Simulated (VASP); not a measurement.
P:

```xyz
2
Lattice="1.7257 0.9963 3.1297 -1.7257 0.9963 3.1297 0.0000 -1.9927 3.1297" Properties=species:S:1:pos:R:3 pbc="T T T"
P     0.0000    0.0000    2.1321
P     0.0000    0.0000    7.2570
```

- Program: VASP 6.6.1
- Task: relaxation of cell and atoms
- Functional: PBE
- Dispersion: D3(BJ)
- Potentials or basis: VASP PAW PBE potentials, release 64 (P)
- Cutoff: 600 eV
- k mesh: 8 × 8 × 8
- Occupations: gaussian, width 0.05 eV
- Spin: no spin polarisation

At the start: pressure -2.7 GPa; volume 16.14 Å³/atom.

Q: Where does the relaxation end?

A: Over 12 steps the energy falls by 18.9 meV/atom and the volume is 14.87 Å³/atom (-7.9 %); space group R-3m (No. 166, to 0.05 Å).

The path:
```csv
step,energy change (eV),largest force (eV/Å),pressure (GPa),volume (Å³)
1,0.0000,0.1162,-2.69,32.29
2,-0.0135,0.3554,-0.11,31.04
3,-0.0148,0.4404,0.71,30.63
4,-0.0255,0.3177,0.97,30.17
5,-0.0339,0.1311,1.77,29.40
6,-0.0372,0.0118,-0.56,29.93
7,-0.0373,0.0127,-0.17,29.84
8,-0.0373,0.0104,-0.18,29.85
9,-0.0376,0.0198,-0.14,29.81
10,-0.0378,0.0322,-0.05,29.77
11,-0.0378,0.0359,-0.02,29.75
12,-0.0379,0.0090,-0.06,29.73
```

Final structure:
```yaml
crystal:
  lattice:
    - [1.70231, 0.98283, 2.96200]
    - [-1.70231, 0.98283, 2.96200]
    - [0.00000, -1.96566, 2.96200]
  atoms:
    - { symbol: P, position: [0.23337, 0.23337, 0.23337] }
    - { symbol: P, position: [0.76663, 0.76663, 0.76663] }
```

Caveat: pairwise dispersion overbinds metals, which lowers pressure and volume.
